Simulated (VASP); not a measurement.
Set up this calculation in VASP 6.6.1, as the native input.

- Task: single point
- Functional: PBEsol
- Potentials or basis: VASP PAW PBE potentials, release 64 (Gd, O)
- Cutoff: 520 eV
- k mesh: 9 × 9 × 9
- Occupations: fermi-dirac, width 0.05 eV
- Spin: collinear spin, ferromagnetic start
- Starting moments: [7.0, 0.0] μB
- Dipole correction: no
- k mesh for the DOS: 14 × 14 × 14
- Occupations for the DOS: tetrahedron
- Further INCAR settings: ALGO = Normal; EDIFF = 1e-06

The system is GdO.

```
CELL_PARAMETERS angstrom
0.00000 2.70000 2.70000
2.70000 0.00000 2.70000
2.70000 2.70000 0.00000
ATOMIC_POSITIONS crystal
Gd 0.00000 0.00000 0.00000
O 0.75000 0.75000 0.75000
```

These files were run (other wordings do the same):

POSCAR

```
GdO
1.0
    0.0000000000      2.7000000000      2.7000000000
    2.7000000000      0.0000000000      2.7000000000
    2.7000000000      2.7000000000      0.0000000000
Gd O
1 1
Direct
    0.0000000000      0.0000000000      0.0000000000
    0.7500000000      0.7500000000      0.7500000000
```

INCAR.step1

```
SYSTEM = GdO
ALGO     = Normal         ! electronic algorithm
EDIFF    = 1E-6           ! SCF threshold, eV
ENCUT    = 520            ! plane-wave cutoff, eV
GGA      = PS             ! functional
ISIF     = 2              ! what is computed and relaxed
ISMEAR   = -1             ! smearing method
ISPIN    = 2              ! spin polarisation
LASPH    = .True.         ! aspherical terms in the spheres
LCHARG   = .True.         ! write CHGCAR
LMAXMIX  = 6              ! l up to which the mixer works
LREAL    = .False.        ! projectors in reciprocal space
LWAVE    = .False.        ! write WAVECAR
MAGMOM   = 7 0            ! initial moments
NBANDS   = 23             ! bands
NELM     = 150            ! most SCF steps
PREC     = Accurate       ! precision mode
SIGMA    = 0.05           ! smearing width, eV
```

KPOINTS.step1

```
k-points
0
Gamma
  9 9 9
  0 0 0
```

INCAR.step2

```
SYSTEM = GdO
ALGO     = Normal         ! electronic algorithm
EDIFF    = 1E-6           ! SCF threshold, eV
ENCUT    = 520            ! plane-wave cutoff, eV
GGA      = PS             ! functional
ICHARG   = 11             ! starting density
ISIF     = 2              ! what is computed and relaxed
ISMEAR   = -5             ! smearing method
ISPIN    = 2              ! spin polarisation
LASPH    = .True.         ! aspherical terms in the spheres
LCHARG   = .False.        ! write CHGCAR
LMAXMIX  = 6              ! l up to which the mixer works
LORBIT   = 11             ! projections on sites
LREAL    = .False.        ! projectors in reciprocal space
LWAVE    = .False.        ! write WAVECAR
MAGMOM   = 7 0            ! initial moments
NEDOS    = 2001           ! points of the DOS
NELM     = 150            ! most SCF steps
PREC     = Accurate       ! precision mode
SIGMA    = 0.05           ! smearing width, eV
```

KPOINTS.step2

```
k-points
0
Gamma
  14 14 14
  0 0 0
```

Potentials or basis: VASP PAW PBE potentials, release 64 (Gd, O).

Run with:

```sh
$ cat potpaw_PBE.64/Gd/POTCAR potpaw_PBE.64/O/POTCAR > POTCAR
$ cp INCAR.step1 INCAR
$ cp KPOINTS.step1 KPOINTS
$ mpirun -np 1 vasp_std > vasp.out
$ cp INCAR.step2 INCAR
$ cp KPOINTS.step2 KPOINTS
$ mpirun -np 1 vasp_std > vasp.out
```

It gave:

The net moment is 7.52 μB per cell and the site moments are Gd +6.88; O -0.03 μB. The valence electrons inside the program's atomic spheres are Gd 15.19; O 4.97.

Caveat: a cell with one magnetic atom can't hold antiferromagnetic order, which such compounds often take.

Run time: 2.1 min on 1 thread of Intel(R) Xeon(R) Platinum 8559C (Emerald Rapids) (shared host), peak memory 0.28 GiB.
